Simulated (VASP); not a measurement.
# CoSi2 (fluorite type) (Fm-3m) in VASP: notebook

CoSi2 (fluorite type) is run at these levels: PBE; tasks: relaxation of cell and atoms.

Program: VASP 6.6.1. These are calculated values, not measurements. Logs are shortened: lines on timing, memory, paths and dates and some standing lists are left out, and cuts for length are marked.

**1. The cell of the first run**

Symmetry: Fm-3m, No. 225, cubic system. The conventional cell has a = 4.756 Å, b = 4.756 Å, c = 4.756 Å, α = 90.00°, β = 90.00°, γ = 90.00°. Co (site symmetry m-3m) has 8 Si at 2.06 Å within 2.7 Å. Si (site symmetry -43m) has 4 Co at 2.06 Å and 6 Si at 2.38 Å within 2.7 Å.

**2. Relaxation of cell and atoms, PBE, target pressure 140 GPa, at which the enthalpy is minimised**

Input file INCAR:

```
SYSTEM = CoSi2
PREC = Accurate ; ENCUT = 600
EDIFF = 1E-6 ; ISMEAR = -1
SIGMA = 0.08 ; LREAL = .False.
LASPH = .True. ; NELM = 60
ALGO = Normal ; ISIF = 3
LWAVE = .False. ; LCHARG = .False.
GGA = PE ; IBRION = 2
NSW = 32 ; EDIFFG = -0.005
PSTRESS = 1400.0
```

Input file KPOINTS:

```
regular mesh
0
Gamma
  12 12 12
  0 0 0
```

Input file POSCAR:

```
CoSi2
1.0
    0.0000000000      2.3782417273      2.3782417273
    2.3782417273      0.0000000000      2.3782417273
    2.3782417273      2.3782417273      0.0000000000
Co Si
1 2
Direct
    0.0000000000      0.0000000000      0.0000000000
    0.2500000000      0.2500000000      0.2500000000
    0.7500000000      0.7500000000      0.7500000000
```

Potentials or basis: VASP PAW PBE potentials, release 64 (Co, Si).

On the command line:

```
> cat potpaw_PBE.64/Co/POTCAR potpaw_PBE.64/Si/POTCAR > POTCAR
> mpirun -np 1 vasp_std > vasp.out
```

OUTCAR:

```text
SYSTEM = CoSi2
   PREC = Accurate
   ENCUT = 600
   EDIFF = 1E-6
   ISMEAR = -1
   LREAL = .False.
   LASPH = .True.
   NELM = 60
   ISIF = 3
   GGA = PE
   IBRION = 2
   NSW = 32
   EDIFFG = -0.005
   PSTRESS = 1400.0

 ion  position               nearest neighbor table
   1  0.000  0.000  0.000-   3 2.06   3 2.06   3 2.06   2 2.06   3 2.06   2 2.06   2 2.06   2 2.06

   2  0.250  0.250  0.250-   1 2.06   1 2.06   1 2.06   1 2.06   3 2.38   3 2.38   3 2.38   3 2.38
                             3 2.38   3 2.38
   3  0.750  0.750  0.750-   1 2.06   1 2.06   1 2.06   1 2.06   2 2.38   2 2.38   2 2.38   2 2.38
                             2 2.38   2 2.38

  LATTYP: Found a face centered cubic cell.
 ALAT       =     4.7564834546

  Lattice vectors:

 A1 = (   0.0000000000,   2.3782417273,   2.3782417273)
 A2 = (   2.3782417273,   0.0000000000,   2.3782417273)
 A3 = (   2.3782417273,   2.3782417273,   0.0000000000)

Analysis of symmetry for initial positions (statically):
=====================================================================
 Subroutine PRICEL returns:
 Original cell was already a primitive cell.

 Routine SETGRP: Setting up the symmetry group for a
 face centered cubic supercell.

 Subroutine GETGRP returns: Found 48 space group operations
 (whereof 48 operations were pure point group operations)
 out of a pool of 48 trial point group operations.

The static configuration has the point symmetry O_h .

Analysis of symmetry for dynamics (positions and initial velocities):
=====================================================================
 Subroutine PRICEL returns:
 Original cell was already a primitive cell.

 Routine SETGRP: Setting up the symmetry group for a
 face centered cubic supercell.

 Subroutine GETGRP returns: Found 48 space group operations
 (whereof 48 operations were pure point group operations)
 out of a pool of 48 trial point group operations.

The dynamic configuration has the point symmetry O_h .

 Subroutine INISYM returns: Found 48 space group operations
 (whereof 48 operations are pure point group operations),
 and found     1 'primitive' translations

----------------------------------------------------------------------------------------

                                     Primitive cell

  volume of cell :      26.9028

  direct lattice vectors                    reciprocal lattice vectors
     0.000000000  2.378241727  2.378241727    -0.210239352  0.210239352  0.210239352
     2.378241727  0.000000000  2.378241727     0.210239352 -0.210239352  0.210239352
     2.378241727  2.378241727  0.000000000     0.210239352  0.210239352 -0.210239352

  length of vectors
     3.363341705  3.363341705  3.363341705     0.364145240  0.364145240  0.364145240

  position of ions in fractional coordinates (direct lattice)
     0.000000000  0.000000000  0.000000000
     0.250000000  0.250000000  0.250000000
     0.750000000  0.750000000  0.750000000

  ion indices of the primitive-cell ions
   primitive index   ion index
                 1           1
                 2           2
                 3           3

----------------------------------------------------------------------------------------

 KPOINTS: regular mesh

Automatic generation of k-mesh.
 Grid dimensions read from file:
 generate k-points for:   12   12   12

 Generating k-lattice:

  Cartesian coordinates                     Fractional coordinates (reciprocal lattice)
    -0.017519946  0.017519946  0.017519946     0.083333333  0.000000000  0.000000000
     0.017519946 -0.017519946  0.017519946     0.000000000  0.083333333  0.000000000
     0.017519946  0.017519946 -0.017519946     0.000000000  0.000000000  0.083333333

  Length of vectors
     0.030345437  0.030345437  0.030345437

  Shift w.r.t. Gamma in fractional coordinates (k-lattice)
     0.000000000  0.000000000  0.000000000

 Subroutine IBZKPT returns following result:
 ===========================================

 Found     72 irreducible k-points:

 Following reciprocal coordinates:
            Coordinates               Weight
  0.000000  0.000000  0.000000      1.000000
  0.083333  0.000000  0.000000      8.000000
  0.166667  0.000000  0.000000      8.000000
  0.250000  0.000000  0.000000      8.000000
  0.333333  0.000000  0.000000      8.000000
  0.416667  0.000000  0.000000      8.000000
[... 16 lines left out ...]
  0.500000  0.166667  0.000000     24.000000
 -0.416667  0.166667  0.000000     24.000000
 [... further k-points ...]
   k-points           NKPTS =     72   k-points in BZ     NKDIM =     72   number of bands    NBANDS=     12
   number of dos      NEDOS =    301   number of ions     NIONS =      3
   total plane-waves  NPLWV =  21952
   dimension x,y,z NGX =    28 NGY =   28 NGZ =   28
   dimension x,y,z NGXF=    56 NGYF=   56 NGZF=   56
   ions per type =               1   2
   NGX,Y,Z   is equivalent  to a cutoff of  13.84, 13.84, 13.84 a.u.
   NGXF,Y,Z  is equivalent  to a cutoff of  27.68, 27.68, 27.68 a.u.
 SYSTEM =  CoSi2
   PREC   = accura    normal or accurate (medium, high low for compatibility)
   ISTART =      0    job   : 0-new  1-cont  2-samecut
   ICHARG =      2    charge: 1-file 2-atom 10-const
   ISPIN  =      1    spin polarized calculation?
   LNONCOLLINEAR =      F non collinear calculations
   LSORBIT =      F    spin-orbit coupling
   LASPH  =      T    aspherical Exc in radial PAW
   ENCUT  =  600.0 eV  44.10 Ry    6.64 a.u.   6.72  6.72  6.72*2*pi/ulx,y,z
   NELM   =     60;   NELMIN=  2; NELMDL= -5     # of ELM steps
   EDIFF  = 0.1E-05   stopping-criterion for ELM
   LREAL  =      F    real-space projection
   EDIFFG = -.5E-02   stopping-criterion for IOM
   NSW    =     32    number of steps for IOM
   IBRION =      2    ionic relax: 0-MD 1-quasi-New 2-CG
   NFREE  =      1    steps in history (QN), initial steepest desc. (CG)
   ISIF   =      3    stress and relaxation
   ISYM   =      2    0-nonsym 1-usesym 2-fastsym
   POTIM  = 0.5000    time-step for ionic-motion
   TEBEG  =    0.0;   TEEND  =   0.0 temperature during run
   PSTRESS= 1400.0 pullay stress
   NELECT =      17.0000    total number of electrons
   NUPDOWN=      -1.0000    fix difference up-down
   EMIN   =  10.00;   EMAX   =-10.00  energy-range for DOS
   EFERMI =   0.00;   METHOD = LEGACY
   ISMEAR =    -1;   SIGMA  =   0.08  broadening in eV -4-tet -1-fermi 0-gaus
   EFERMI_NEDOS =   21; number of points for ismear=-14 and -15
   IALGO  =     38    algorithm
   IMIX   =      4    mixing-type and parameters
     AMIX     =   0.40;   BMIX     =  1.00
     AMIX_MAG =   1.60;   BMIX_MAG =  1.00
  volume/ion in A,a.u.               =       8.97        60.52
  Fermi-wavevector in a.u.,A,eV,Ry     =   1.404834  2.654752 26.851911  1.973560
  Thomas-Fermi vector in A             =   2.527356
   LORBIT       =      0    0 simple, 1 ext, 2 COOP (PROOUT), +10 PAW based schemes
   GGA     = PE    functional components
   LHFCALC =     F    Hartree Fock is set to
   AEXX    =    0.0000 exact exchange contribution
   IVDW    =     0    specifies the selected vdW correction
   LEPSILON=     F    determine dielectric tensor
   LRPA    =     F    only Hartree local field effects (RPA)
 conjugate gradient relaxation of ions
 non-spin polarized calculation
  energy-cutoff  :      600.00
  volume of cell :       26.90
 maximum number of plane-waves:       934
   NGX = 13   NGY = 13   NGZ = 13

--------------------------------------- Ionic step        1  -------------------------------------------

 number of electron      17.0000001 magnetization

 Free energy of the ion-electron system (eV)
  ---------------------------------------------------
  ext. energy  EPLUGINS =         0.00000000
  ---------------------------------------------------
  free energy    TOTEN  =       -15.61383495 eV

  energy without entropy =      -15.59947364  energy(sigma->0) =      -15.60665429

------------------------ aborting loop because EDIFF is reached ----------------------------------------

  FORCE on cell =-STRESS in cart. coord.  units (eV):
  Direction    XX          YY          ZZ          XY          YZ          ZX
  --------------------------------------------------------------------------------------
  -------------------------------------------------------------------------------------
  Total       23.5726344     23.5726344     23.5726344     -0.0000000      0.0000000      0.0000000
  in kB     1403.8500533   1403.8500533   1403.8500533     -0.0000000      0.0000000      0.0000000
  external PRESSURE =       3.8500533 kB  Pullay stress =    1400.0000000 kB
[... 63 lines left out ...]
  enthalpy is  TOTEN    =         7.8945177475 eV   P V=       23.5813791098

--------------------------------------- Ionic step        3  -------------------------------------------

 number of electron      17.0000001 magnetization

 Free energy of the ion-electron system (eV)
  ---------------------------------------------------
  ext. energy  EPLUGINS =         0.00000000
  ---------------------------------------------------
  free energy    TOTEN  =       -15.62672730 eV

  energy without entropy =      -15.61235941  energy(sigma->0) =      -15.61954335

 E-fermi :  15.7030     XC(G=0): -13.4755

 val. band max:       15.5760278077   @ k =   0.2500   0.2500   0.0000
 cond. band min:      15.7449226183   @ k =   0.4167   0.2500   0.0833
 fundamental gap:      0.1688948106
 Fermi energy:        15.7029771696

 k-point     1 :       0.0000    0.0000    0.0000
  band No.  band energies     occupation
      1      -0.4877      2.00000
      2       9.7067      2.00000
      3       9.7067      2.00000
      4       9.7067      2.00000
      5      12.2209      2.00000
      6      12.2209      2.00000
      7      19.0634      0.00000
      8      19.0634      0.00000
      9      19.0634      0.00000
     10      20.7453      0.00000
     11      20.7990      0.00000
     12      20.7990      0.00000
[... 331 lines left out ...]
 k-point    24 :      -0.4167    0.1667    0.0000
  band No.  band energies     occupation
      1       4.0110      2.00000
      2       5.0267      2.00000
      3       9.2950      2.00000
      4      10.4270      2.00000
      5      11.7073      2.00000
      6      12.2988      2.00000
      7      12.8891      2.00000
      8      14.3266      2.00000
      9      15.0959      1.99899
     10      18.8822      0.00000
     11      21.0172      0.00000
     12      22.7682      0.00000

 [... further k-points ...]

------------------------ aborting loop because EDIFF is reached ----------------------------------------

  FORCE on cell =-STRESS in cart. coord.  units (eV):
  Direction    XX          YY          ZZ          XY          YZ          ZX
  --------------------------------------------------------------------------------------
  -------------------------------------------------------------------------------------
  Total       23.5272783     23.5272783     23.5272783     -0.0000000     -0.0000000      0.0000000
  in kB     1400.3819329   1400.3819329   1400.3819329     -0.0000000     -0.0000000      0.0000000
  external PRESSURE =       0.3819329 kB  Pullay stress =    1400.0000000 kB
[... 18 lines left out ...]
  FREE ENERGIE OF THE ION-ELECTRON SYSTEM (eV)
  ---------------------------------------------------
  free  energy   TOTEN  =       -15.6267272959 eV

  energy  without entropy=      -15.6123594123  energy(sigma->0) =      -15.61954335

  enthalpy is  TOTEN    =         7.8941343275 eV   P V=       23.5208616234

 reached required accuracy - stopping structural energy minimisation
```

It took 26 s on 1 thread of Intel Xeon 6975P-C (Granite Rapids), shared host; peak memory 0.18 GiB.

What came out:

| Property | Result |
| --- | --- |
| Free energy | -15.6267 eV |
| Relaxed volume | 8.97 Å³/atom |
| Relaxed cell | a = 3.364 Å, b = 3.364 Å, c = 3.364 Å, α = 60.00°, β = 60.00°, γ = 60.00° |
| Space group after relaxing (to 0.05 Å) | Fm-3m (No. 225) |
| Energy change on relaxing (the enthalpy is what falls) | -4.3 meV/atom |
| Ionic steps | 3 |
| Pressure after relaxing | 140.0 GPa |

The path:
```csv
step,energy change (eV),largest force (eV/Å),pressure (GPa),volume (Å³)
1,0.0000,0.0000,140.39,26.90
2,-0.0730,0.0000,138.24,26.99
3,-0.0129,0.0000,140.04,26.92
```

Final structure:
```
Co Si
1.0
     0.00000    2.37868    2.37868
     2.37868    0.00000    2.37868
     2.37868    2.37868    0.00000
Co Si
1 2
Cartesian
  0.0000 0.0000 0.0000
  1.1893 1.1893 1.1893
  3.5680 3.5680 3.5680
```

Caveat: the cell is relaxed towards a set pressure, so the enthalpy falls and the energy may rise.

**3. Relaxation of cell and atoms, PBE**

This run uses another cell than the first one, of 12.36 Å³/atom, 1.379 times its volume.

Input file INCAR:

```
SYSTEM = CoSi2
ALGO = Normal ; EDIFF = 1E-6
EDIFFG = -0.005 ; ENCUT = 600
GGA = PE ; IBRION = 2
ISIF = 3 ; ISMEAR = -1
LASPH = .True. ; LCHARG = .False.
LREAL = .False. ; LWAVE = .False.
NELM = 100 ; NSW = 60
PREC = Accurate ; SIGMA = 0.08
```

Input file KPOINTS:

```
k-points
0
Gamma
  11 11 11
  0 0 0
```

Input file POSCAR:

```
CoSi2
1.0
    0.0000000000      2.6470344660      2.6470344660
    2.6470344660      0.0000000000      2.6470344660
    2.6470344660      2.6470344660      0.0000000000
Co Si
1 2
Direct
    0.0000000000      0.0000000000      0.0000000000
    0.2500000000      0.2500000000      0.2500000000
    0.7500000000      0.7500000000      0.7500000000
```

Potentials or basis: VASP PAW PBE potentials, release 64 (Co, Si).

On the command line:

```
> cat potpaw_PBE.64/Co/POTCAR potpaw_PBE.64/Si/POTCAR > POTCAR
> mpirun -np 1 vasp_std > vasp.out
```

Wall time 37 s (1 thread of Intel Xeon 6975P-C (Granite Rapids), shared host); peak memory 0.19 GiB.

It converged, with:

```yaml
Free_energy: -19.3063 eV
Relaxed_volume: 12.82 Å³/atom
Relaxed_cell: a = 3.789 Å, b = 3.789 Å, c = 3.789 Å, α = 60.00°, β = 60.00°, γ = 60.00°
Space_group_after_relaxing_to_0.05_Å: Fm-3m (No. 225)
Energy_gained_by_relaxing: 9.6 meV/atom
Ionic_steps: 3
Pressure_after_relaxing: 0.0 GPa
```

Step by step:
```csv
step,energy change (eV),largest force (eV/Å),pressure (GPa),volume (Å³)
1,0.0000,0.0000,7.03,37.09
2,0.0065,0.0000,-6.71,40.08
3,-0.0289,0.0000,-0.05,38.47
```

Final structure:
```yaml
crystal:
  lattice:
    - [0.00000, 2.67936, 2.67936]
    - [2.67936, 0.00000, 2.67936]
    - [2.67936, 2.67936, 0.00000]
  atoms:
    - { symbol: Co, position: [0.00000, 0.00000, 0.00000] }
    - { symbol: Si, position: [0.25000, 0.25000, 0.25000] }
    - { symbol: Si, position: [0.75000, 0.75000, 0.75000] }
```

Levels at points of the mesh, in eV from the Fermi level:
```
           k point  band 6  band 7  band 8  band 9  band 10  band 11  band 12
(0.00, 0.00, 0.00)   -1.90    0.74    3.40    3.40     3.40     3.45     3.45
```

Spin polarisation is off, so any magnetic state and its effect on volume and gap are missing.
